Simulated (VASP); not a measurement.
Wanted: the native input for a VASP 6.6.1 run.

- Task: relaxation of cell and atoms
- Functional: PBE
- Potentials or basis: VASP PAW PBE potentials, release 64 (Ru_pv, Al)
- Cutoff: 600 eV
- k mesh: 14 × 14 × 14
- Occupations: fermi-dirac, width 0.1 eV
- Spin: no spin polarisation
- Target pressure: 30 GPa
- Dipole correction: no
- Further INCAR settings: ALGO = Normal; EDIFF = 1e-06; IBRION = 2; EDIFFG = -0.005; NSW = 60; ISIF = 3

The structure of AlRu (rocksalt type) lies in POSCAR:

```
AlRu
1.0
    0.0000000000      2.3706142203      2.3706142203
    2.3706142203      0.0000000000      2.3706142203
    2.3706142203      2.3706142203      0.0000000000
Ru Al
1 1
Direct
    0.0000000000      0.0000000000      0.0000000000
    0.5000000000      0.5000000000      0.5000000000
```

These files were run (other wordings do the same):

INCAR

```
SYSTEM = AlRu
ALGO = Normal
EDIFF = 1E-6
EDIFFG = -0.005
ENCUT = 600
GGA = PE
IBRION = 2
ISIF = 3
ISMEAR = -1
LASPH = .TRUE.
LCHARG = .FALSE.
LREAL = .FALSE.
LWAVE = .FALSE.
NELM = 100
NSW = 60
PREC = Accurate
PSTRESS = 300.0
SIGMA = 0.1
```

KPOINTS

```
k-points
0
G
  14 14 14
  0 0 0
```

Potentials or basis: VASP PAW PBE potentials, release 64 (Ru_pv, Al).

Command:

```sh
$ cat potpaw_PBE.64/Ru_pv/POTCAR potpaw_PBE.64/Al/POTCAR > POTCAR
$ mpirun -np 1 vasp_std > vasp.out
```

Results of the run:

The relaxed volume is 13.31 Å³/atom and the relaxed cell is a = 3.351 Å, b = 3.351 Å, c = 3.351 Å, α = 60.00°, β = 60.00°, γ = 60.00°. The space group after relaxing (to 0.1 Å) is Fm-3m (No. 225), the energy change on relaxing (the run minimises the enthalpy) is +2.7 meV/atom and the ionic steps are 3. The pressure after relaxing is 30.0 GPa. The band gap on the k mesh is zero (an odd number of electrons rules out a gap without spin polarisation).

Caveat: the cell is relaxed towards a set pressure, so the run minimises the enthalpy, not the energy.

Wall time 110 s on 1 thread of Intel Xeon 8259CL (shared host), peak memory 0.2 GiB.
